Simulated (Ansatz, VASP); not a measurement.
## One calculation of CaSb4, two programs

```
Ca Sb
1.0
     5.11099    0.00000    0.00000
    -2.55550    4.42625    0.00000
     0.00000    0.00000    6.15786
Ca Sb
1 4
Cartesian
  0.0000 0.0000 3.0789
  0.0000 2.9508 3.0789
  2.5555 1.4754 3.0789
  0.0000 2.9508 0.0000
  2.5555 1.4754 0.0000
```

Alike in both runs: task relaxation of cell and atoms; functional PBE; k mesh 6 × 6 × 4; occupations gaussian, width 0.1 eV; no spin polarisation.

|  | VASP | Ansatz |
| --- | --- | --- |
| version | VASP 6.6.1 | Ansatz 0.2.0 |
| potentials or method | VASP PAW PBE potentials, release 64 (Ca_sv, Sb), cutoff 600 eV | scalar-relativistic, plane waves, PAW |
| valence electrons in the cell | 30 | 70 |

Ansatz gave:

| Property | Result |
| --- | --- |
| gap on the k mesh at the Fermi level, each at its own relaxed structure (eV) | none |
| relaxed volume (Å³/atom) | 33.36 |
| relaxed length of the cell vector where the two differ most in proportion (Å) | 5.582 |

Which values does VASP return?

gap on the k mesh at the Fermi level, each at its own relaxed structure (eV): none; relaxed volume (Å³/atom): 33.50; relaxed length of the cell vector where the two differ most in proportion (Å): 5.592.

A gap of «none» marks a metal or a gap that the smearing closes. VASP's potentials hold 30 valence electrons a cell and Ansatz's 70, so a difference there can come from the potentials and not from the codes.

Neither program's run includes spin-orbit coupling. Noted on VASP's run: the volume moved by over 15 % at a fixed basis, so the end points are rough.
